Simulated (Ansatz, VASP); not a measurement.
## GaN in VASP and in Ansatz

```
CELL_PARAMETERS angstrom
0.00000 2.27423 2.27423
2.27423 0.00000 2.27423
2.27423 2.27423 0.00000
ATOMIC_POSITIONS crystal
Ga 0.00000 0.00000 0.00000
N 0.25000 0.25000 0.25000
```

Alike in both runs: functional PBE; k mesh 10 × 10 × 10; occupations gaussian, width 0.02 eV; no spin polarisation.

Ansatz relaxed the structure, and its values are those at the end. VASP's run is a single point on that final structure, the one shown.

```csv
,VASP,Ansatz
version,VASP 6.6.1,Ansatz 0.2.0
potentials or method,"VASP PAW PBE potentials, release 64 (Ga_d, N), cutoff 600 eV","scalar-relativistic, plane waves, PAW"
valence electrons in the cell,18,18
```

|  | VASP | Ansatz | Ansatz less VASP |
| --- | --- | --- | --- |
| gap on the k mesh at the Fermi level (eV) | 1.55 | 1.54 | -0.006 |
| least direct gap on the mesh (eV) | 1.55 | 1.54 | -0.006 |
| pressure (GPa) | 0.0 | 0.0 | +0.05 |

With one functional, cell and mesh, what is left measures potentials, basis and numerics.
